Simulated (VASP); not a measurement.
Wanted: the native input for a VASP 6.6.1 run.

* Task: electric field gradients
* Functional: PBEsol
* Potentials or basis: VASP PAW PBE potentials, release 64 (Ag, Cl)
* Cutoff: 520 eV
* k mesh: 9 × 9 × 8
* Occupations: fermi-dirac, width 0.03 eV
* Spin: no spin polarisation
* Dipole correction: no
* Further INCAR settings: ALGO = Normal; EDIFF = 1e-08; NBANDS = 26

The structure of AgCl lies in POSCAR:

```
AgCl
1.0
    1.8709097030     -5.5565952358      0.0000000000
    1.8709097030      5.5565952358      0.0000000000
    0.0000000000      0.0000000000      4.0417584705
Ag Cl
2 2
Direct
    0.3965554000      0.6034446000      0.7500000000
    0.6034446000      0.3965554000      0.2500000000
    0.8654487300      0.1345512700      0.2500000000
    0.1345512700      0.8654487300      0.7500000000
```

This cell differs from its parent crystal: zz strain of +3 %.

One way to write it, as run:

INCAR

```
  PREC = Accurate
  ENCUT = 520
  EDIFF = 1E-8
  ISMEAR = -1
  SIGMA = 0.03
  LREAL = False
  LASPH = True
  NELM = 80
  ALGO = Normal
  ISIF = 2
  LWAVE = False
  LCHARG = False
  GGA = PS
  LEFG = True
  NBANDS = 26
```

KPOINTS

```
regular mesh
0
Gamma
  9 9 8
```

Potentials or basis: VASP PAW PBE potentials, release 64 (Ag, Cl).

Command:

```console
$ cat potpaw_PBE.64/Ag/POTCAR potpaw_PBE.64/Cl/POTCAR > POTCAR
$ mpirun -np 1 vasp_std > vasp.out
```

Results of the run:

```
Pressure               : -4.4 GPa
Largest force          : 0.059 eV/Å
Band gap on the k mesh : 0.35 eV, indirect (least direct gap 1.69 eV)
```

Caveat: the cell differs from its parent crystal (zz strain of +3 %); without QUAD_EFG the Cq values of the log hold for a quadrupole moment of 1 mb, not for the nuclei; the PAW data sets were made with another functional, which shifts forces and pressure a little.

It took 4.3 min on 1 thread of Oxide Virtual Turin-like Processor, with other jobs on the host, peak memory 0.36 GiB.
